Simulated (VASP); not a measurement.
MgC2: relaxation of cell and atoms with LDA

Crystal: MgC2.

```
CELL_PARAMETERS angstrom
3.95078 0.00000 0.00000
0.00000 3.95078 0.00000
0.00000 0.00000 4.98709
ATOMIC_POSITIONS crystal
Mg 0.00000 0.00000 0.50000
Mg 0.50000 0.50000 0.00000
C 0.38766 0.61235 0.50000
C 0.11235 0.11235 0.00000
C 0.61235 0.38766 0.50000
C 0.88765 0.88765 0.00000
```

```
Program                : VASP 6.6.1
Task                   : relaxation of cell and atoms
Functional             : LDA
Potentials or basis    : VASP PAW LDA potentials, release 64 (Mg, C)
Cutoff                 : 600 eV
k mesh                 : 5 × 5 × 5
Occupations            : fermi-dirac, width 0.05 eV
Spin                   : no spin polarisation
Target pressure        : 30 GPa
Dipole correction      : no
Further INCAR settings : ALGO = Normal; EDIFF = 1e-06; IBRION = 2; EDIFFG = -0.01; NSW = 60; ISIF = 3
```

```
Relaxed volume                                         : 9.73 Å³/atom
Relaxed cell                                           : a = 3.660 Å, b = 3.660 Å, c = 4.361 Å, α = 90.00°, β = 90.00°, γ = 90.00°
Space group after relaxing (to 0.05 Å)                 : P4_2/mnm (No. 136)
Energy change on relaxing (the enthalpy is what falls) : +165.5 meV/atom
Ionic steps                                            : 18
Pressure after relaxing                                : 30.1 GPa
Largest force after relaxing                           : 0.008 eV/Å
Band gap on the k mesh                                 : 1.25 eV, indirect (least direct gap 1.57 eV)
```

Forces in eV/Å, atoms in the order of the input:
```
Mg   0.000  0.000  0.000
Mg   0.000  0.000  0.000
C   -0.005  0.005  0.000
C    0.005  0.005  0.000
C    0.005 -0.005  0.000
C   -0.005 -0.005  0.000
```

Stress tensor (GPa, compression positive):
```
30.12  0.00  0.00
 0.00 30.12  0.00
 0.00  0.00 29.95
```

Step by step:
| step | energy change (eV) | largest force (eV/Å) | pressure (GPa) | volume (Å³) |
| --- | --- | --- | --- | --- |
| 1 | 0.0000 | 0.3784 | -6.00 | 77.84 |
| 2 | 7.6043 | 26.4805 | 122.39 | 49.40 |
| 3 | 0.6242 | 6.9156 | 23.75 | 64.93 |
| 4 | 2.4237 | 6.0592 | 39.52 | 54.61 |
| 5 | 0.9011 | 0.2597 | 28.41 | 59.42 |
| 6 | 0.9284 | 0.4507 | 28.62 | 59.27 |
| 7 | 1.0032 | 0.1516 | 30.57 | 58.66 |
| 8 | 1.1543 | 0.3297 | 33.95 | 57.68 |
| 9 | 1.0844 | 1.0535 | 30.10 | 58.00 |
| 10 | 1.1001 | 0.6211 | 31.29 | 57.90 |
| 11 | 1.0127 | 0.0447 | 30.27 | 58.30 |
| 12 | 1.0143 | 0.0582 | 30.30 | 58.29 |
| 13 | 1.0112 | 0.0568 | 30.45 | 58.31 |
| 14 | 1.0117 | 0.0390 | 30.43 | 58.31 |
| 15 | 0.9980 | 0.0125 | 30.13 | 58.38 |
| 16 | 0.9963 | 0.0201 | 30.10 | 58.39 |
| 17 | 0.9915 | 0.0188 | 30.06 | 58.41 |
| 18 | 0.9929 | 0.0078 | 30.07 | 58.41 |

Final structure:
```
CELL_PARAMETERS angstrom
3.65977 0.00000 0.00000
0.00000 3.65977 0.00000
0.00000 0.00000 4.36066
ATOMIC_POSITIONS crystal
Mg 0.00000 0.00000 0.50000
Mg 0.50000 0.50000 0.00000
C 0.38171 0.61829 0.50000
C 0.11829 0.11829 0.00000
C 0.61829 0.38171 0.50000
C 0.88171 0.88171 0.00000
```

Levels at points of the mesh, in eV from the valence-band top:
| k point | band 8 | band 9 | band 10 | band 11 | band 12 | band 13 |
| --- | --- | --- | --- | --- | --- | --- |
| (0.00, 0.00, 0.00) | -0.63 | -0.32 | -0.32 | 1.25 | 5.18 | 5.18 |

It took 58 s on 1 thread of Intel(R) Xeon(R) 6975P-C (Granite Rapids) (shared host), peak memory 0.18 GiB.

Caveat: the cell is relaxed towards a set pressure, so the enthalpy falls and the energy may rise; the volume moved by over 15 % at a fixed basis, so the end points are rough. Expect the measured gap to be larger: semilocal functionals such as LDA lack the derivative discontinuity.
